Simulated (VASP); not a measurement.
# O (Im-3m) in VASP: further runs, part 2 of 2

VASP 6.6.1. Earlier steps stand in the parts before.

### 4 Single point, LDA

INCAR

```
SYSTEM = O
ALGO = Normal
EDIFF = 1E-7
ENCUT = 520
ISIF = 2
ISMEAR = -1
LASPH = .True.
LCHARG = .False.
LREAL = .False.
LWAVE = .False.
NBANDS = 9
NELM = 80
PREC = Accurate
SIGMA = 0.1
```

KPOINTS

```
k-points
0
Gamma
  21 21 21
  0 0 0
```

POSCAR

```
O
1.0
   -1.0622904650      1.0622904650      1.0622904650
    1.0622904650     -1.0622904650      1.0622904650
    1.0622904650      1.0622904650     -1.0622904650
O
1
Direct
    0.0000000000      0.0000000000      0.0000000000
```

Potentials or basis: VASP PAW LDA potentials, release 64 (O).

The run is started by

```sh
$ cat potpaw_LDA.64/O/POTCAR > POTCAR
$ mpirun -np 1 vasp_std > vasp.out
```

OUTCAR:

```text
SYSTEM = O
   EDIFF = 1E-7
   ENCUT = 520
   ISIF = 2
   ISMEAR = -1
   LASPH = .True.
   LREAL = .False.
   NELM = 80
   PREC = Accurate

 ion  position               nearest neighbor table
   1  0.000  0.000  0.000-

  LATTYP: Found a body centered cubic cell.
 ALAT       =     2.1245809300

  Lattice vectors:

 A1 = (  -1.0622904650,   1.0622904650,   1.0622904650)
 A2 = (   1.0622904650,  -1.0622904650,   1.0622904650)
 A3 = (   1.0622904650,   1.0622904650,  -1.0622904650)

Analysis of symmetry for initial positions (statically):
=====================================================================
 Subroutine PRICEL returns:
 Original cell was already a primitive cell.

 Routine SETGRP: Setting up the symmetry group for a
 body centered cubic supercell.

 Subroutine GETGRP returns: Found 48 space group operations
 (whereof 48 operations were pure point group operations)
 out of a pool of 48 trial point group operations.

The static configuration has the point symmetry O_h .

Analysis of symmetry for dynamics (positions and initial velocities):
=====================================================================
 Subroutine PRICEL returns:
 Original cell was already a primitive cell.

 Routine SETGRP: Setting up the symmetry group for a
 body centered cubic supercell.

 Subroutine GETGRP returns: Found 48 space group operations
 (whereof 48 operations were pure point group operations)
 out of a pool of 48 trial point group operations.

The dynamic configuration has the point symmetry O_h .

 Subroutine INISYM returns: Found 48 space group operations
 (whereof 48 operations are pure point group operations),
 and found     1 'primitive' translations

----------------------------------------------------------------------------------------

                                     Primitive cell

  volume of cell :       4.7950

  direct lattice vectors                    reciprocal lattice vectors
    -1.062290465  1.062290465  1.062290465     0.000000000  0.470681058  0.470681058
     1.062290465 -1.062290465  1.062290465     0.470681058  0.000000000  0.470681058
     1.062290465  1.062290465 -1.062290465     0.470681058  0.470681058  0.000000000

  length of vectors
     1.839941058  1.839941058  1.839941058     0.665643536  0.665643536  0.665643536

  position of ions in fractional coordinates (direct lattice)
     0.000000000  0.000000000  0.000000000

  ion indices of the primitive-cell ions
   primitive index   ion index
                 1           1

----------------------------------------------------------------------------------------

 KPOINTS: k-points

Automatic generation of k-mesh.
 Grid dimensions read from file:
 generate k-points for:   21   21   21

 Generating k-lattice:

  Cartesian coordinates                     Fractional coordinates (reciprocal lattice)
     0.000000000  0.022413384  0.022413384     0.047619048  0.000000000  0.000000000
     0.022413384  0.000000000  0.022413384     0.000000000  0.047619048  0.000000000
     0.022413384  0.022413384  0.000000000     0.000000000  0.000000000  0.047619048

  Length of vectors
     0.031697311  0.031697311  0.031697311

  Shift w.r.t. Gamma in fractional coordinates (k-lattice)
     0.000000000  0.000000000  0.000000000

 Subroutine IBZKPT returns following result:
 ===========================================

 Found    286 irreducible k-points:

 Following reciprocal coordinates:
            Coordinates               Weight
  0.000000  0.000000  0.000000      1.000000
  0.047619  0.000000  0.000000     12.000000
  0.095238  0.000000  0.000000     12.000000
  0.142857  0.000000  0.000000     12.000000
  0.190476  0.000000  0.000000     12.000000
  0.238095  0.000000  0.000000     12.000000
[... 16 lines left out ...]
  0.142857  0.095238  0.000000     48.000000
  0.190476  0.095238  0.000000     48.000000
 [... further k-points ...]
   k-points           NKPTS =    286   k-points in BZ     NKDIM =    286   number of bands    NBANDS=      9
   number of dos      NEDOS =    301   number of ions     NIONS =      1
   total plane-waves  NPLWV =   2744
   dimension x,y,z NGX =    14 NGY =   14 NGZ =   14
   dimension x,y,z NGXF=    28 NGYF=   28 NGZF=   28
   ions per type =               1
   NGX,Y,Z   is equivalent  to a cutoff of  12.65, 12.65, 12.65 a.u.
   NGXF,Y,Z  is equivalent  to a cutoff of  25.30, 25.30, 25.30 a.u.
 SYSTEM =  O
   PREC   = accura    normal or accurate (medium, high low for compatibility)
   ISTART =      0    job   : 0-new  1-cont  2-samecut
   ICHARG =      2    charge: 1-file 2-atom 10-const
   ISPIN  =      1    spin polarized calculation?
   LNONCOLLINEAR =      F non collinear calculations
   LSORBIT =      F    spin-orbit coupling
   LASPH  =      T    aspherical Exc in radial PAW
   ENCUT  =  520.0 eV  38.22 Ry    6.18 a.u.   3.42  3.42  3.42*2*pi/ulx,y,z
   NELM   =     80;   NELMIN=  2; NELMDL= -5     # of ELM steps
   EDIFF  = 0.1E-06   stopping-criterion for ELM
   LREAL  =      F    real-space projection
   EDIFFG = 0.1E-05   stopping-criterion for IOM
   NSW    =      0    number of steps for IOM
   IBRION =     -1    ionic relax: 0-MD 1-quasi-New 2-CG
   NFREE  =      0    steps in history (QN), initial steepest desc. (CG)
   ISIF   =      2    stress and relaxation
   ISYM   =      2    0-nonsym 1-usesym 2-fastsym
   POTIM  = 0.5000    time-step for ionic-motion
   TEBEG  =    0.0;   TEEND  =   0.0 temperature during run
   PSTRESS=    0.0 pullay stress
   NELECT =       6.0000    total number of electrons
   NUPDOWN=      -1.0000    fix difference up-down
   EMIN   =  10.00;   EMAX   =-10.00  energy-range for DOS
   EFERMI =   0.00;   METHOD = LEGACY
   ISMEAR =    -1;   SIGMA  =   0.10  broadening in eV -4-tet -1-fermi 0-gaus
   EFERMI_NEDOS =   21; number of points for ismear=-14 and -15
   IALGO  =     38    algorithm
   IMIX   =      4    mixing-type and parameters
     AMIX     =   0.40;   BMIX     =  1.00
     AMIX_MAG =   1.60;   BMIX_MAG =  1.00
  volume/ion in A,a.u.               =       4.80        32.36
  Fermi-wavevector in a.u.,A,eV,Ry     =   1.764122  3.333707 42.343054  3.112127
  Thomas-Fermi vector in A             =   2.832163
   LORBIT       =      0    0 simple, 1 ext, 2 COOP (PROOUT), +10 PAW based schemes
   GGA     = CA    functional components
   LHFCALC =     F    Hartree Fock is set to
   AEXX    =    0.0000 exact exchange contribution
   IVDW    =     0    specifies the selected vdW correction
   LEPSILON=     F    determine dielectric tensor
   LRPA    =     F    only Hartree local field effects (RPA)
 non-spin polarized calculation
  energy-cutoff  :      520.00
  volume of cell :        4.80
 maximum number of plane-waves:       140
 NGX is ok and might be reduce to    14

 number of electron       6.0000003 magnetization

 Free energy of the ion-electron system (eV)
  ---------------------------------------------------
  ext. energy  EPLUGINS =         0.00000000
  ---------------------------------------------------
  free energy    TOTEN  =        -2.37419770 eV

  energy without entropy =       -2.35674342  energy(sigma->0) =       -2.36547056

 E-fermi :  10.0506     XC(G=0): -15.6396

 val. band max:       10.0297274003   @ k =  -0.3333   0.3810   0.1905
 cond. band min:      10.0614118305   @ k =   0.1905   0.0952   0.0952
 fundamental gap:      0.0316844302
 Fermi energy:        10.0506022119

 k-point     1 :       0.0000    0.0000    0.0000
  band No.  band energies     occupation
      1     -18.5213      2.00000
      2      13.5845      0.00000
      3      13.5845      0.00000
      4      13.5845      0.00000
      5      40.6825      0.00000
      6      53.2962      0.00000
      7      53.2962      0.00000
      8      53.2962      0.00000
      9      58.4047      0.00000

 k-point     2 :       0.0476    0.0000    0.0000
  band No.  band energies     occupation
      1     -18.4019      2.00000
      2      13.3222      0.00000
      3      13.4787      0.00000
      4      13.5664      0.00000
      5      40.7767      0.00000
      6      52.2637      0.00000
      7      52.3541      0.00000
      8      53.6466      0.00000
      9      56.6889      0.00000
[... 253 lines left out ...]
 k-point    24 :       0.1905    0.0952    0.0000
  band No.  band energies     occupation
      1     -15.2421      2.00000
      2       7.5814      2.00000
      3      11.1754      0.00003
      4      12.7724      0.00000
      5      39.9783      0.00000
      6      42.7602      0.00000
      7      44.4740      0.00000
      8      54.4235      0.00000
      9      60.9890      0.00000

 [... further k-points ...]

------------------------ aborting loop because EDIFF is reached ----------------------------------------

  FORCE on cell =-STRESS in cart. coord.  units (eV):
  Direction    XX          YY          ZZ          XY          YZ          ZX
  --------------------------------------------------------------------------------------
  -------------------------------------------------------------------------------------
  Total        5.5846574      5.5846574      5.5846574      0.0000000      0.0000000     -0.0000000
  in kB     1866.0242306   1866.0242306   1866.0242306      0.0000000      0.0000000     -0.0000000
  external PRESSURE =    1866.0242306 kB  Pullay stress =       0.0000000 kB

 VOLUME and BASIS-vectors are now :
 -----------------------------------------------------------------------------
  energy-cutoff  :      520.00
  volume of cell :        4.80
      direct lattice vectors                 reciprocal lattice vectors
    -1.062290465  1.062290465  1.062290465     0.000000000  0.470681058  0.470681058
     1.062290465 -1.062290465  1.062290465     0.470681058  0.000000000  0.470681058
     1.062290465  1.062290465 -1.062290465     0.470681058  0.470681058  0.000000000

 POSITION                                       TOTAL-FORCE (eV/Angst)
 -----------------------------------------------------------------------------------
      0.00000      0.00000      0.00000         0.000000      0.000000      0.000000
 -----------------------------------------------------------------------------------
    total drift:                               -0.000000     -0.000000      0.000000

  FREE ENERGIE OF THE ION-ELECTRON SYSTEM (eV)
  ---------------------------------------------------
  free  energy   TOTEN  =        -2.3741976961 eV

  energy  without entropy=       -2.3567434199  energy(sigma->0) =       -2.36547056
```

stdout:

```text
POSCAR found type information on POSCAR O
 POSCAR found :  1 types and       1 ions
 scaLAPACK will be used
 LDA part: xc-table for (Slater(with rela. corr.)+CA(PZ))
 , standard interpolation
 POSCAR, INCAR and KPOINTS ok, starting setup
 FFT: planning ... GRIDC
 FFT: planning ... GRID_SOFT
 FFT: planning ... GRID
 WAVECAR not read
 entering main loop
```

Wall time 4.9 s (1 thread of Intel Xeon Platinum 8259CL at 2.50GHz (Skylake/Cascade Lake), shared host); peak memory 0.11 GiB.

Results:

```yaml
Free_energy: -2.3742 eV
Pressure: 186.6 GPa
Band_gap_on_the_k_mesh: zero (band 3 reaches 13.58 eV, above the bottom of band 4 at 4.08 eV)
```

Levels at points of the mesh, in eV from the Fermi level:
| k point | band 1 | band 2 | band 3 | band 4 | band 5 | band 6 |
| --- | --- | --- | --- | --- | --- | --- |
| (0.00, 0.00, 0.00) | -28.57 | 3.53 | 3.53 | 3.53 | 30.63 | 43.25 |

### 5 Single point, LDA

This run uses another cell than the first one, of 4.80 Å³/atom, 1.133 times its volume.

INCAR

```
PREC     = Accurate       # precision mode
ENCUT    = 520            # plane-wave cutoff, eV
EDIFF    = 1E-6           # SCF threshold, eV
ISMEAR   = -4             # smearing method
SIGMA    = 0.1            # smearing width, eV
LREAL    = F              # projectors in reciprocal space
LASPH    = T              # aspherical terms in the spheres
NELM     = 80             # most SCF steps
ALGO     = Normal         # electronic algorithm
ISIF     = 2              # what is computed and relaxed
LWAVE    = F              # write WAVECAR
LCHARG   = F              # write CHGCAR
NBANDS   = 9              # bands
```

KPOINTS

```
Automatic mesh
0
Gamma
  21 21 21
```

POSCAR is that of step 4.

Potentials or basis: VASP PAW LDA potentials, release 64 (O).

The run is started by

```sh
$ cat potpaw_LDA.64/O/POTCAR > POTCAR
$ mpirun -np 1 vasp_std > vasp.out
```

OUTCAR:

```text
PREC = Accurate
   ENCUT = 520
   EDIFF = 1E-6
   ISMEAR = -4
   LREAL = F
   LASPH = T
   NELM = 80
   ISIF = 2

 ion  position               nearest neighbor table
   1  0.000  0.000  0.000-

  LATTYP: Found a body centered cubic cell.
 ALAT       =     2.1245809300

  Lattice vectors:

 A1 = (  -1.0622904650,   1.0622904650,   1.0622904650)
 A2 = (   1.0622904650,  -1.0622904650,   1.0622904650)
 A3 = (   1.0622904650,   1.0622904650,  -1.0622904650)

Analysis of symmetry for initial positions (statically):
=====================================================================
 Subroutine PRICEL returns:
 Original cell was already a primitive cell.

 Routine SETGRP: Setting up the symmetry group for a
 body centered cubic supercell.

 Subroutine GETGRP returns: Found 48 space group operations
 (whereof 48 operations were pure point group operations)
 out of a pool of 48 trial point group operations.

The static configuration has the point symmetry O_h .

Analysis of symmetry for dynamics (positions and initial velocities):
=====================================================================
 Subroutine PRICEL returns:
 Original cell was already a primitive cell.

 Routine SETGRP: Setting up the symmetry group for a
 body centered cubic supercell.

 Subroutine GETGRP returns: Found 48 space group operations
 (whereof 48 operations were pure point group operations)
 out of a pool of 48 trial point group operations.

The dynamic configuration has the point symmetry O_h .

 Subroutine INISYM returns: Found 48 space group operations
 (whereof 48 operations are pure point group operations),
 and found     1 'primitive' translations

----------------------------------------------------------------------------------------

                                     Primitive cell

  volume of cell :       4.7950

[... 111 lines left out ...]
  Thomas-Fermi vector in A             =   2.832163
   LORBIT       =      0    0 simple, 1 ext, 2 COOP (PROOUT), +10 PAW based schemes
   GGA     = CA    functional components
   LHFCALC =     F    Hartree Fock is set to
   AEXX    =    0.0000 exact exchange contribution
   IVDW    =     0    specifies the selected vdW correction
   LEPSILON=     F    determine dielectric tensor
   LRPA    =     F    only Hartree local field effects (RPA)
 non-spin polarized calculation
 Fermi weights with tetrahedron method witout Bloechl corrections
  energy-cutoff  :      520.00
  volume of cell :        4.80
 maximum number of plane-waves:       140
 NGX is ok and might be reduce to    14

 number of electron       6.0000003 magnetization

 Free energy of the ion-electron system (eV)
  ---------------------------------------------------
  ext. energy  EPLUGINS =         0.00000000
  ---------------------------------------------------
  free energy    TOTEN  =        -2.31891289 eV

  energy without entropy =       -2.31891289  energy(sigma->0) =       -2.31891289

 E-fermi :  10.0189     XC(G=0): -15.6384

 val. band max:       10.1181978958   @ k =   0.3810   0.0000   0.0000
 cond. band min:       9.7924432029   @ k =   0.1429   0.1429   0.1429
 fundamental gap:     -0.3257546929
 Fermi energy:        10.0188919365

 k-point     1 :       0.0000    0.0000    0.0000
  band No.  band energies     occupation
      1     -18.5175      2.00000
      2      13.5933      0.00000
      3      13.5933      0.00000
      4      13.5933      0.00000
      5      40.6876      0.00000
      6      53.2973      0.00000
      7      53.2973      0.00000
      8      53.2973      0.00000
      9      58.4049      0.00000
[... 265 lines left out ...]
 k-point    24 :       0.1905    0.0952    0.0000
  band No.  band energies     occupation
      1     -15.2380      2.00000
      2       7.5884      1.99990
      3      11.1831      0.00368
      4      12.7807      0.00000
      5      39.9803      0.00000
      6      42.7630      0.00000
      7      44.4764      0.00000
      8      54.4239      0.00000
      9      60.9901      0.00000

 [... further k-points ...]

------------------------ aborting loop because EDIFF is reached ----------------------------------------

  FORCE on cell =-STRESS in cart. coord.  units (eV):
  Direction    XX          YY          ZZ          XY          YZ          ZX
  --------------------------------------------------------------------------------------
  -------------------------------------------------------------------------------------
  Total        5.6459429      5.6459429      5.6459429      0.0000000      0.0000000     -0.0000000
  in kB     1886.5018093   1886.5018093   1886.5018093      0.0000000      0.0000000     -0.0000000
  external PRESSURE =    1886.5018093 kB  Pullay stress =       0.0000000 kB

 VOLUME and BASIS-vectors are now :
 -----------------------------------------------------------------------------
  energy-cutoff  :      520.00
  volume of cell :        4.80
      direct lattice vectors                 reciprocal lattice vectors
    -1.062290465  1.062290465  1.062290465     0.000000000  0.470681058  0.470681058
     1.062290465 -1.062290465  1.062290465     0.470681058  0.000000000  0.470681058
     1.062290465  1.062290465 -1.062290465     0.470681058  0.470681058  0.000000000

 POSITION                                       TOTAL-FORCE (eV/Angst)
 -----------------------------------------------------------------------------------
      0.00000      0.00000      0.00000        -0.000000      0.000000      0.000000
 -----------------------------------------------------------------------------------
    total drift:                               -0.000000     -0.000000     -0.000000

  FREE ENERGIE OF THE ION-ELECTRON SYSTEM (eV)
  ---------------------------------------------------
  free  energy   TOTEN  =        -2.3189128854 eV

  energy  without entropy=       -2.3189128854  energy(sigma->0) =       -2.31891289
```

OSZICAR:

```text
N       E                     dE             d eps       ncg     rms          rms(c)
DAV:   1     0.552668830320E+01    0.55267E+01   -0.40250E+03  5985   0.683E+02
DAV:   2    -0.230875476929E+01   -0.78354E+01   -0.75366E+01  5955   0.888E+01
DAV:   3    -0.235178406886E+01   -0.43029E-01   -0.42961E-01  6029   0.496E+00
DAV:   4    -0.235179449720E+01   -0.10428E-04   -0.10428E-04  5946   0.877E-02
DAV:   5    -0.235179449838E+01   -0.11757E-08   -0.21036E-08  5897   0.110E-03    0.145E+00
DAV:   6    -0.232316461771E+01    0.28630E-01   -0.48121E-02  5424   0.179E+00    0.667E-01
DAV:   7    -0.231881088266E+01    0.43537E-02   -0.22223E-02  5409   0.122E+00    0.170E-01
DAV:   8    -0.231891291012E+01   -0.10203E-03   -0.86993E-05  5570   0.897E-02    0.428E-03
DAV:   9    -0.231891288542E+01    0.24700E-07   -0.40018E-07  4063   0.772E-03
   1 F= -.23189129E+01 E0= -.23189129E+01  d E =0.000000E+00
```

Run time: 11 s. Hardware: 1 thread of Intel Xeon Platinum 8259CL at 2.50GHz (Skylake/Cascade Lake), shared host; peak memory 0.13 GiB.

Results:

| Item | Value |
| --- | --- |
| Free energy | -2.3189 eV |
| Pressure | 188.7 GPa |
| Band gap on the k mesh | zero (band 3 reaches 13.59 eV, above the bottom of band 4 at 4.08 eV) |

### 6 Summary

```csv
cell,smearing,gap on the mesh (eV),pressure (GPa)
"a = 1.765 Å, angles 109.5°, 1 atom",fermi-dirac 0.1 eV,none,319.7
"a = 1.840 Å, angles 109.5°, 1 atom",fermi-dirac 0.1 eV,none,186.6
"a = 1.840 Å, angles 109.5°, 1 atom",tetrahedron,none,188.7
```

Alike in all rows: task single point; level LDA; potentials or basis VASP PAW LDA potentials, release 64 (O); no spin polarisation; k mesh 21 × 21 × 21; cutoff (eV) 520.

Total energies depend on the potentials used, so only differences within one code and one set of settings carry meaning.
